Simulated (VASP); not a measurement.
The system is SrO.

```
Sr O
1.0
     0.00000    2.56630    2.56630
     2.56630    0.00000    2.56630
     2.56630    2.56630    0.00000
Sr O
1 1
Cartesian
  2.5663 2.5663 2.5663
  0.0000 0.0000 0.0000
```

```yaml
Program: VASP 6.6.1
Task: relaxation of cell and atoms
Functional: B3LYP
Potentials_or_basis: VASP PAW PBE potentials, release 64 (Sr_sv, O)
Cutoff: 600 eV
k_mesh: 5 × 5 × 5
Occupations: fermi-dirac, width 0.05 eV
Spin: no spin polarisation
```

At the start: pressure 4.2 GPa; volume 16.90 Å³/atom.

Q: Where does the relaxation end?

A: Over 3 steps the energy falls by 9.8 meV/atom and the volume is 17.67 Å³/atom (+4.5 %); space group Fm-3m (No. 225, to 0.1 Å) before and after.

Step by step:
| step | energy change (eV) | largest force (eV/Å) | pressure (GPa) | volume (Å³) |
| --- | --- | --- | --- | --- |
| 1 | 0.0000 | 0.0000 | 4.25 | 33.80 |
| 2 | -0.0158 | 0.0000 | -1.71 | 36.04 |
| 3 | -0.0196 | 0.0000 | -0.01 | 35.33 |

Final structure:
```
Sr O
1.0
     0.00000    2.60443    2.60443
     2.60443    0.00000    2.60443
     2.60443    2.60443    0.00000
Sr O
1 1
Direct
  0.50000 0.50000 0.50000
  0.00000 0.00000 0.00000
```

Caveat: the k points lie up to 0.42 Å⁻¹ apart in the final cell; the PAW data sets were made with another functional, which shifts forces and pressure a little.
